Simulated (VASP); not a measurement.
# Bi (Fd-3m) in VASP: single point with r2SCAN

Aim: the single point of Bi with r2SCAN.

All numbers are computed with VASP 6.6.1; they aren't measurements. Logs are shortened: lines on timing, memory, paths and dates and some standing lists are left out, and cuts for length are marked.

## (1) The cell of the first run

It takes space group Fd-3m (No. 227, cubic). Conventional cell: a = 7.237 Å, b = 7.237 Å, c = 7.237 Å, α = 90.00°, β = 90.00°, γ = 90.00°. Within 4.1 Å of Bi (site symmetry -43m) lie 4 Bi at 3.13 Å.

This isn't the form of Bi at room conditions, which is rhombohedral.

## (2) Single point, r2SCAN

The input, POSCAR:

```
Bi
1.0
    0.0000000000      3.6182837674      3.6182837674
    3.6182837674      0.0000000000      3.6182837674
    3.6182837674      3.6182837674      0.0000000000
Bi
2
Direct
    0.1250000000      0.1250000000      0.1250000000
    0.8750000000      0.8750000000      0.8750000000
```

The input, INCAR.step1:

```
ALGO = Normal ; EDIFF = 1E-5
ENCUT = 550 ; GGA = PE
GGA_COMPAT = False ; ISMEAR = -1
LASPH = True ; LCHARG = False
LREAL = False ; LWAVE = True
NBANDS = 22 ; NELM = 120
PREC = Accurate ; SIGMA = 0.1
```

The input, INCAR.step2:

```
ALGO = Normal ; EDIFF = 1E-6
ENCUT = 550 ; GGA_COMPAT = False
ISIF = 2 ; ISMEAR = -1
ISTART = 1 ; LASPH = True
LCHARG = False ; LMIXTAU = True
LREAL = False ; LWAVE = False
METAGGA = R2SCAN ; NBANDS = 22
NELM = 120 ; PREC = Accurate
SIGMA = 0.1
```

The input, KPOINTS:

```
k-points
0
Gamma
  4 4 4
```

Potentials or basis: VASP PAW PBE potentials, release 64 (Bi_d).

The run is started by

```
$ cat potpaw_PBE.64/Bi_d/POTCAR > POTCAR
$ cp INCAR.step1 INCAR
$ mpirun -np 1 vasp_std > vasp.out
$ cp INCAR.step2 INCAR
$ mpirun -np 1 vasp_std > vasp.out
```

OUTCAR:

```text
EDIFF = 1E-6
   ENCUT = 550
   ISIF = 2
   ISMEAR = -1
   ISTART = 1
   LASPH = True
   LREAL = False
   METAGGA = R2SCAN
   NELM = 120
   PREC = Accurate

 ion  position               nearest neighbor table
   1  0.125  0.125  0.125-   2 3.13   2 3.13   2 3.13   2 3.13
   2  0.875  0.875  0.875-   1 3.13   1 3.13   1 3.13   1 3.13

  LATTYP: Found a face centered cubic cell.
 ALAT       =     7.2365675348

  Lattice vectors:

 A1 = (   0.0000000000,   3.6182837674,   3.6182837674)
 A2 = (   3.6182837674,   0.0000000000,   3.6182837674)
 A3 = (   3.6182837674,   3.6182837674,   0.0000000000)

Analysis of symmetry for initial positions (statically):
=====================================================================
 Subroutine PRICEL returns:
 Original cell was already a primitive cell.

 Routine SETGRP: Setting up the symmetry group for a
 face centered cubic supercell.

 Subroutine GETGRP returns: Found 48 space group operations
 (whereof 12 operations were pure point group operations)
 out of a pool of 48 trial point group operations.

The static configuration has the point symmetry D_3d.
 The point group associated with its full space group is O_h .

Analysis of symmetry for dynamics (positions and initial velocities):
=====================================================================
 Subroutine PRICEL returns:
 Original cell was already a primitive cell.

 Routine SETGRP: Setting up the symmetry group for a
 face centered cubic supercell.

 Subroutine GETGRP returns: Found 48 space group operations
 (whereof 12 operations were pure point group operations)
 out of a pool of 48 trial point group operations.

The dynamic configuration has the point symmetry D_3d.
 The point group associated with its full space group is O_h .

 Subroutine INISYM returns: Found 48 space group operations
 (whereof 12 operations are pure point group operations),
 and found     1 'primitive' translations

----------------------------------------------------------------------------------------

                                     Primitive cell

  volume of cell :      94.7410

  direct lattice vectors                    reciprocal lattice vectors
     0.000000000  3.618283767  3.618283767    -0.138187061  0.138187061  0.138187061
     3.618283767  0.000000000  3.618283767     0.138187061 -0.138187061  0.138187061
     3.618283767  3.618283767  0.000000000     0.138187061  0.138187061 -0.138187061

  length of vectors
[... 60 lines left out ...]
   LNONCOLLINEAR =      F non collinear calculations
   LSORBIT =      F    spin-orbit coupling
   LASPH  =      T    aspherical Exc in radial PAW
   ENCUT  =  550.0 eV  40.42 Ry    6.36 a.u.   9.78  9.78  9.78*2*pi/ulx,y,z
   NELM   =    120;   NELMIN=  2; NELMDL=  0     # of ELM steps
   EDIFF  = 0.1E-05   stopping-criterion for ELM
   LREAL  =      F    real-space projection
   EDIFFG = 0.1E-04   stopping-criterion for IOM
   NSW    =      0    number of steps for IOM
   IBRION =     -1    ionic relax: 0-MD 1-quasi-New 2-CG
   NFREE  =      0    steps in history (QN), initial steepest desc. (CG)
   ISIF   =      2    stress and relaxation
   ISYM   =      2    0-nonsym 1-usesym 2-fastsym
   POTIM  = 0.5000    time-step for ionic-motion
   TEBEG  =    0.0;   TEEND  =   0.0 temperature during run
   PSTRESS=    0.0 pullay stress
   NELECT =      30.0000    total number of electrons
   NUPDOWN=      -1.0000    fix difference up-down
   EMIN   =  10.00;   EMAX   =-10.00  energy-range for DOS
   EFERMI =   0.00;   METHOD = LEGACY
   ISMEAR =    -1;   SIGMA  =   0.10  broadening in eV -4-tet -1-fermi 0-gaus
   EFERMI_NEDOS =   21; number of points for ismear=-14 and -15
   IALGO  =     38    algorithm
   IMIX   =      4    mixing-type and parameters
     AMIX     =   0.40;   BMIX     =  1.00
     AMIX_MAG =   1.60;   BMIX_MAG =  1.00
  volume/ion in A,a.u.               =      47.37       319.67
  Fermi-wavevector in a.u.,A,eV,Ry     =   1.115842  2.108635 16.940654  1.245103
  Thomas-Fermi vector in A             =   2.252450
   LORBIT       =      0    0 simple, 1 ext, 2 COOP (PROOUT), +10 PAW based schemes
   METAGGA = R2SCAN    functional components
   LHFCALC =     F    Hartree Fock is set to
   AEXX    =    0.0000 exact exchange contribution
   IVDW    =     0    specifies the selected vdW correction
   LEPSILON=     F    determine dielectric tensor
   LRPA    =     F    only Hartree local field effects (RPA)
 non-spin polarized calculation
  energy-cutoff  :      550.00
  volume of cell :       94.74
 maximum number of plane-waves:      2788
   NGX = 19   NGY = 19   NGZ = 19

 number of electron      29.9999990 magnetization

 Free energy of the ion-electron system (eV)
  ---------------------------------------------------
  ext. energy  EPLUGINS =         0.00000000
  ---------------------------------------------------
  free energy    TOTEN  =      -116.62497686 eV

  energy without entropy =     -116.60721810  energy(sigma->0) =     -116.61609748

 E-fermi :   3.5428     XC(G=0):  -8.5733

 val. band max:        3.5251217700   @ k =   0.2500   0.2500   0.0000
 cond. band min:       4.2445848894   @ k =  -0.2500   0.5000   0.2500
 fundamental gap:      0.7194631194
 Fermi energy:         3.5428208773

 k-point     1 :       0.0000    0.0000    0.0000
  band No.  band energies     occupation
      1     -19.9610      2.00000
      2     -19.9610      2.00000
      3     -19.9610      2.00000
      4     -19.9143      2.00000
      5     -19.9143      2.00000
      6     -19.7278      2.00000
[... 189 lines left out ...]
     21      12.1658      0.00000
     22      12.1658      0.00000

------------------------ aborting loop because EDIFF is reached ----------------------------------------

  FORCE on cell =-STRESS in cart. coord.  units (eV):
  Direction    XX          YY          ZZ          XY          YZ          ZX
  --------------------------------------------------------------------------------------
  -------------------------------------------------------------------------------------
  Total       -0.3776984     -0.3776984     -0.3776984      0.0000000      0.0000000      0.0000000
  in kB       -6.3873089     -6.3873089     -6.3873089      0.0000000      0.0000000      0.0000000
  external PRESSURE =      -6.3873089 kB  Pullay stress =       0.0000000 kB

 VOLUME and BASIS-vectors are now :
 -----------------------------------------------------------------------------
  energy-cutoff  :      550.00
  volume of cell :       94.74
      direct lattice vectors                 reciprocal lattice vectors
     0.000000000  3.618283767  3.618283767    -0.138187061  0.138187061  0.138187061
     3.618283767  0.000000000  3.618283767     0.138187061 -0.138187061  0.138187061
     3.618283767  3.618283767  0.000000000     0.138187061  0.138187061 -0.138187061

 POSITION                                       TOTAL-FORCE (eV/Angst)
 -----------------------------------------------------------------------------------
      0.90457      0.90457      0.90457        -0.000000      0.000000      0.000000
      6.33200      6.33200      6.33200         0.000000     -0.000000     -0.000000
 -----------------------------------------------------------------------------------
    total drift:                                0.000000      0.000000     -0.000000

  FREE ENERGIE OF THE ION-ELECTRON SYSTEM (eV)
  ---------------------------------------------------
  free  energy   TOTEN  =      -116.6249768627 eV

  energy  without entropy=     -116.6072180976  energy(sigma->0) =     -116.61609748
```

OUTCAR.step1:

```text
EDIFF = 1E-5
   ENCUT = 550
   GGA = PE
   ISMEAR = -1
   LASPH = True
[... 403 lines left out ...]
      0.90457      0.90457      0.90457        -0.000000      0.000000      0.000000
      6.33200      6.33200      6.33200         0.000000     -0.000000     -0.000000
 -----------------------------------------------------------------------------------
    total drift:                                0.000000      0.000000     -0.000000

  FREE ENERGIE OF THE ION-ELECTRON SYSTEM (eV)
  ---------------------------------------------------
  free  energy   TOTEN  =        -7.4903066711 eV

  energy  without entropy=       -7.4712578877  energy(sigma->0) =       -7.48078228
```

OSZICAR.step1:

```text
N       E                     dE             d eps       ncg     rms          rms(c)
DAV:   1     0.304399616616E+03    0.30440E+03   -0.16176E+04   352   0.155E+03
DAV:   2     0.182160026529E+02   -0.28618E+03   -0.27850E+03   358   0.413E+02
DAV:   3    -0.660296056994E+01   -0.24819E+02   -0.24599E+02   424   0.142E+02
DAV:   4    -0.747442553283E+01   -0.87146E+00   -0.87107E+00   446   0.292E+01
DAV:   5    -0.750373933447E+01   -0.29314E-01   -0.29313E-01   486   0.490E+00    0.108E+00
DAV:   6    -0.749460818646E+01    0.91311E-02   -0.14671E-02   488   0.112E+00    0.649E-01
DAV:   7    -0.748990152600E+01    0.47067E-02   -0.15343E-02   394   0.110E+00    0.103E-01
DAV:   8    -0.749022253272E+01   -0.32101E-03   -0.13140E-03   400   0.332E-01    0.328E-02
DAV:   9    -0.749030137385E+01   -0.78841E-04   -0.88901E-05   332   0.605E-02    0.107E-02
DAV:  10    -0.749030667107E+01   -0.52972E-05   -0.12020E-05   328   0.368E-02
   1 F= -.74903067E+01 E0= -.74807823E+01  d E =-.190488E-01
```

It took 2.9 min on 1 thread of Intel Xeon 8259CL, shared host; peak memory 0.22 GiB.

Results:

* Free energy: -116.6250 eV
* Pressure: -0.6 GPa
* Band gap on the k mesh: zero (bands 15 and 16 overlap by 1.05 eV)

Caveat: the k points lie up to 0.38 Å⁻¹ apart, too coarse for converged energies and pressures of a metal; the PAW data sets were made with another functional, which shifts forces and pressure a little; spin-orbit coupling is left out, which moves the levels of the heavy elements.

The gap in the log of VASP goes by the Fermi energy; the results here count the filled bands.